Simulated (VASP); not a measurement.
Set up this calculation in VASP 6.6.1, as the native input.

```
Task                   : single point
Functional             : PBE
Potentials or basis    : VASP PAW PBE potentials, release 64 (Hf_pv, N)
Cutoff                 : 520 eV
k mesh                 : 18 × 18 × 18
Occupations            : gaussian, width 0.15 eV
Spin                   : no spin polarisation
Dipole correction      : no
Further INCAR settings : ALGO = Normal; EDIFF = 1e-06; NBANDS = 14
```

The structure of HfN lies in POSCAR:

```
HfN
1.0
    0.0000000000      2.4397200000      2.4397200000
    2.4397200000      0.0000000000      2.4397200000
    2.4397200000      2.4397200000      0.0000000000
Hf N
1 1
Direct
    0.0000000000      0.0000000000      0.0000000000
    0.5000000000      0.5000000000      0.5000000000
```

This cell differs from its parent crystal: strain +0.080 along x and y, +0.080 along z.

These files were run (other wordings do the same):

INCAR

```
SYSTEM = HfN
PREC = Accurate
ENCUT = 520
EDIFF = 1E-6
ISMEAR = 0
SIGMA = 0.15
LREAL = .FALSE.
LASPH = .TRUE.
NELM = 100
ALGO = Normal
ISIF = 2
LWAVE = .FALSE.
LCHARG = .TRUE.
GGA = PE
LELF = .TRUE.
LVHAR = .TRUE.
NBANDS = 14
```

KPOINTS

```
regular mesh
0
G
  18 18 18
  0 0 0
```

Potentials or basis: VASP PAW PBE potentials, release 64 (Hf_pv, N).

Run with:

```sh
$ cat potpaw_PBE.64/Hf_pv/POTCAR potpaw_PBE.64/N/POTCAR > POTCAR
$ mpirun -np 1 vasp_std > vasp.out
```

Results of the run:

* Pressure: -36.7 GPa
* Band gap on the k mesh: zero (an odd number of electrons rules out a gap without spin polarisation)

Caveat: the cell differs from its parent crystal (strain +0.080 along x and y, +0.080 along z); the cell stands under tension; spin-orbit coupling is left out, which moves the levels of the heavy elements; an odd number of electrons without spin polarisation forces a metal; a magnetic or distorted state may lie lower.

It took 3.6 min on 1 thread of Intel Xeon 8259CL, on a shared host, peak memory 0.22 GiB.
